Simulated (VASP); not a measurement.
# Al3O in VASP: relaxation of the atoms with PBEsol

Aim: the relaxation of the atoms of Al3O with PBEsol.

All numbers are computed with VASP 6.6.1; they aren't measurements. Logs are shortened: lines on timing, memory, paths and dates and some standing lists are left out, and cuts for length are marked.

### 1 The cell of the first run

The cell holds a slab with vacuum, 4 atoms: a = 2.839 Å, b = 2.839 Å, c = 19.641 Å, α = 90.00°, β = 90.00°, γ = 90.00°.

### 2 Relaxation of the atoms, PBEsol

INCAR reads:

```
SYSTEM = Al3O
ALGO = Normal
DIPOL = 0.5 0.5 0.351
EDIFF = 1E-7
EDIFFG = -0.025
ENCUT = 520
GGA = PS
IBRION = 2
IDIPOL = 3
ISIF = 2
ISMEAR = 0
LASPH = .TRUE.
LCHARG = .FALSE.
LDIPOL = .TRUE.
LREAL = .FALSE.
LWAVE = .FALSE.
NELM = 100
NSW = 36
PREC = Accurate
SIGMA = 0.1
```

KPOINTS reads:

```
k-points
0
G
  9 9 1
  0 0 0
```

POSCAR reads:

```
Al3O
1.0
    2.8394270062      0.0000000000      0.0000000000
    0.0000000000      2.8394270062      0.0000000000
    0.0000000000      0.0000000000     19.6413451717
Al O
3 1
Selective dynamics
Direct
    0.5000000000      0.5000000000      0.2036520394  F F F
    0.0000000000      0.0000000000      0.3090064802  F F F
    0.5000000000      0.5000000000      0.4145003868  F F F
    0.6666666667      0.8333333333      0.4773174237  F F T
```

Potentials or basis: VASP PAW PBE potentials, release 64 (Al, O).

Command:

```bash
$ cat potpaw_PBE.64/Al/POTCAR potpaw_PBE.64/O/POTCAR > POTCAR
$ mpirun -np 1 vasp_std > vasp.out
```

OUTCAR:

```text
SYSTEM = Al3O
   EDIFF = 1E-7
   EDIFFG = -0.025
   ENCUT = 520
   GGA = PS
   IBRION = 2
   ISIF = 2
   ISMEAR = 0
   LASPH = .TRUE.
   LREAL = .FALSE.
   NELM = 100
   NSW = 36
   PREC = Accurate

 ion  position               nearest neighbor table
   1  0.500  0.500  0.204-   2 2.88   2 2.88   2 2.88   2 2.88
   2  0.000  0.000  0.309-   1 2.88   1 2.88   1 2.88   1 2.88   3 2.89   3 2.89   3 2.89   3 2.89

   3  0.500  0.500  0.415-   4 1.63   4 2.31   2 2.89   2 2.89   2 2.89   2 2.89
   4  0.667  0.833  0.477-   3 1.63   3 2.31

  LATTYP: Found a simple tetragonal cell.
 ALAT       =     2.8394270062
 C/A-ratio  =     6.9173622456

  Lattice vectors:

 A1 = (   2.8394270062,   0.0000000000,   0.0000000000)
 A2 = (   0.0000000000,   2.8394270062,   0.0000000000)
 A3 = (   0.0000000000,   0.0000000000,  19.6413451717)

Analysis of symmetry for initial positions (statically):
=====================================================================
 Subroutine PRICEL returns:
 Original cell was already a primitive cell.

 Routine SETGRP: Setting up the symmetry group for a
 simple tetragonal supercell.

 Subroutine GETGRP returns: Found  1 space group operations
 (whereof  1 operations were pure point group operations)
 out of a pool of 16 trial point group operations.

The static configuration has the point symmetry C_1 .

Analysis of symmetry for dynamics (positions and initial velocities):
=====================================================================
 Subroutine PRICEL returns:
 Original cell was already a primitive cell.

 Routine SETGRP: Setting up the symmetry group for a
 simple tetragonal supercell.

 Subroutine GETGRP returns: Found  1 space group operations
 (whereof  1 operations were pure point group operations)
 out of a pool of 16 trial point group operations.

The dynamic configuration has the point symmetry C_1 .

Analysis of constrained symmetry for selective dynamics:
=====================================================================
 Subroutine PRICEL returns:
 Original cell was already a primitive cell.

 Routine SETGRP: Setting up the symmetry group for a
[... 184 lines left out ...]
 -----------------------------------------------------------------------------------
      1.41971      1.41971      4.00000         0.013789      0.015785     -0.161386
      0.00000      0.00000      6.06930         0.095338      0.088798     -0.038486
      1.41971      1.41971      8.14135        -1.028676     -3.239324      0.990722
      1.89295      2.36619      9.37516         0.919549      3.134741     -0.790850
 -----------------------------------------------------------------------------------
    total drift:                               -0.000208     -0.000115     -0.000115

  FREE ENERGIE OF THE ION-ELECTRON SYSTEM (eV)
  ---------------------------------------------------
  free  energy   TOTEN  =       -18.3367911333 eV

  energy  without entropy=      -18.3268890647  energy(sigma->0) =      -18.33184010

--------------------------------------- Ionic step        2  -------------------------------------------

 number of electron      15.0000004 magnetization

 dipolmoment           0.000000      0.000000      0.203767 electrons x Angstroem

 Free energy of the ion-electron system (eV)
  ---------------------------------------------------
  ext. energy  EPLUGINS =         0.00000000
  ---------------------------------------------------
  free energy    TOTEN  =       -18.35219581 eV

  energy without entropy =      -18.34322372  energy(sigma->0) =      -18.34770976

 E-fermi :  -1.9186     XC(G=0):  -4.5425

 val. band max:       -1.9210890614   @ k =  -0.2222   0.3333   0.0000
 cond. band min:      -1.8168376014   @ k =   0.4444   0.3333   0.0000
 fundamental gap:      0.1042514600
 Fermi energy:        -1.9186259254

 k-point     1 :       0.0000    0.0000    0.0000
  band No.  band energies     occupation
      1     -19.0856      2.00000
      2     -12.1118      2.00000
      3      -9.5333      2.00000
      4      -5.9870      2.00000
      5      -3.6341      2.00000
      6      -2.7590      2.00000
      7      -2.2514      2.00000
      8      -0.5411      0.00000
      9       1.9444      0.00000
     10       3.3805      0.00000
     11       4.4043      0.00000
[... 309 lines left out ...]
 k-point    24 :       0.2222    0.2222    0.0000
  band No.  band energies     occupation
      1     -18.6510      2.00000
      2     -10.3505      2.00000
      3      -7.9015      2.00000
      4      -4.7711      2.00000
      5      -4.1365      2.00000
      6      -3.5559      2.00000
      7      -2.5561      2.00000
      8      -1.2131      0.00000
      9       0.1689      0.00000
     10       1.0453      0.00000
     11       1.4866      0.00000

 [... further k-points ...]

------------------------ aborting loop because EDIFF is reached ----------------------------------------

 vacuum level on the upper side and lower side of the slab       (xc-potential included)         2.113        -2.354

  FORCE on cell =-STRESS in cart. coord.  units (eV):
  Direction    XX          YY          ZZ          XY          YZ          ZX
  --------------------------------------------------------------------------------------
  -------------------------------------------------------------------------------------
  Total       -0.0051441     -0.7228107      0.7793837      2.4426221      4.3751543      1.2714070
  in kB       -0.0520462     -7.3131166      7.8855002     24.7134984     44.2661048     12.8635998
  external PRESSURE =       0.1734458 kB  Pullay stress =       0.0000000 kB

 VOLUME and BASIS-vectors are now :
 -----------------------------------------------------------------------------
  energy-cutoff  :      520.00
  volume of cell :      158.36
      direct lattice vectors                 reciprocal lattice vectors
     2.839427006  0.000000000  0.000000000     0.352183732  0.000000000  0.000000000
     0.000000000  2.839427006  0.000000000     0.000000000  0.352183732  0.000000000
     0.000000000  0.000000000 19.641345172     0.000000000  0.000000000  0.050913010

 POSITION                                       TOTAL-FORCE (eV/Angst)
 -----------------------------------------------------------------------------------
      1.41971      1.41971      4.00000         0.015331      0.018460     -0.158421
      0.00000      0.00000      6.06930         0.094863      0.088257     -0.058983
      1.41971      1.41971      8.14135        -1.391467     -3.983313      0.215615
      1.89295      2.36619      9.33700         1.281273      3.876595      0.001789
 -----------------------------------------------------------------------------------
    total drift:                               -0.000221     -0.000137     -0.000003

  FREE ENERGIE OF THE ION-ELECTRON SYSTEM (eV)
  ---------------------------------------------------
  free  energy   TOTEN  =       -18.3521958106 eV

  energy  without entropy=      -18.3432237180  energy(sigma->0) =      -18.34770976

 reached required accuracy - stopping structural energy minimisation

 vacuum level on the upper side and lower side of the slab         6.988         2.395
```

CONTCAR:

```text
Al3O
   1.00000000000000
     2.8394270062000002    0.0000000000000000    0.0000000000000000
     0.0000000000000000    2.8394270062000002    0.0000000000000000
     0.0000000000000000    0.0000000000000000   19.6413451716999994
  Al              O
     3     1
Selective dynamics
Direct
     0.5000000000000000    0.5000000000000000    0.2036520393999979   F   F   F
     0.0000000000000000    0.0000000000000000    0.3090064801999972   F   F   F
     0.5000000000000000    0.5000000000000000    0.4145003868000003   F   F   F
     0.6666666667000030    0.8333333332999970    0.4753749537424469   F   F   T

  0.00000000E+00  0.00000000E+00  0.00000000E+00
  0.00000000E+00  0.00000000E+00  0.00000000E+00
  0.00000000E+00  0.00000000E+00  0.00000000E+00
  0.00000000E+00  0.00000000E+00  0.00000000E+00
```

Run time: 3.1 min. Hardware: 1 thread of Intel Xeon Platinum 8375C at 2.90GHz (Ice Lake), shared host; peak memory 0.31 GiB.

Results:

```yaml
Free_energy: -18.3522 eV
Energy_gained_by_relaxing: 3.9 meV/atom
Ionic_steps: 2
Band_gap_on_the_k_mesh: zero (an odd number of electrons rules out a gap without spin polarisation)
```

Step by step:
| step | energy change (eV) | largest force on free atoms (eV/Å) | pressure (GPa) |
| --- | --- | --- | --- |
| 1 | 0.0000 | 0.7909 | -0.61 |
| 2 | -0.0154 | 0.0018 | 0.02 |

Final structure:
```
CELL_PARAMETERS angstrom
2.83943 0.00000 0.00000
0.00000 2.83943 0.00000
0.00000 0.00000 19.64135
ATOMIC_POSITIONS crystal
Al 0.50000 0.50000 0.20365
Al 0.00000 0.00000 0.30901
Al 0.50000 0.50000 0.41450
O 0.66667 0.83333 0.47537
```

Levels at points of the mesh, in eV from the Fermi level:
```tsv
k point	band 4	band 5	band 6	band 7	band 8	band 9	band 10	band 11
(0.00, 0.00, 0.00)	-4.07	-1.72	-0.84	-0.33	1.38	3.86	5.30	6.32
```

Caveat: the PAW data sets were made with another functional, which shifts forces and pressure a little; an odd number of electrons without spin polarisation forces a metal; a magnetic or distorted state may lie lower.
